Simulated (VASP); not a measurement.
Input of a VASP 6.6.1 run:

File INCAR:

```
ALGO = Normal ; EDIFF = 1E-6
ENCUT = 500 ; GGA = PS
GGA_COMPAT = False ; ISIF = 2
ISMEAR = 0 ; LASPH = True
LCHARG = False ; LREAL = False
LWAVE = False ; NBANDS = 22
NELM = 120 ; PREC = Accurate
SIGMA = 0.15
```

File KPOINTS:

```
k-points
0
Gamma
  18 18 12
```

Contents of POSCAR:

```
Rh
1.0
    2.7309790422      0.0000000000      0.0000000000
   -1.3654895211      2.3650972278      0.0000000000
    0.0000000000      0.0000000000      4.3620616650
Rh
2
Direct
    0.6666666667      0.3333333333      0.7500000000
    0.3333333333      0.6666666667      0.2500000000
```

Potentials or basis: VASP PAW PBE potentials, release 64 (Rh_pv).

The run is started by

```console
$ cat potpaw_PBE.64/Rh_pv/POTCAR > POTCAR
$ mpirun -np 1 vasp_std > vasp.out
```

(1) Predict the band gap on the k mesh.

(2) Estimate the pressure.

Answers

(1) zero (bands 15 and 16 overlap by 2.36 eV).

(2) -10.2 GPa.

Caveat: the cell differs from its parent crystal (strain +0.000 along x and y, -0.015 along z); the cell stands under tension; the PAW data sets were made with another functional, which shifts forces and pressure a little.
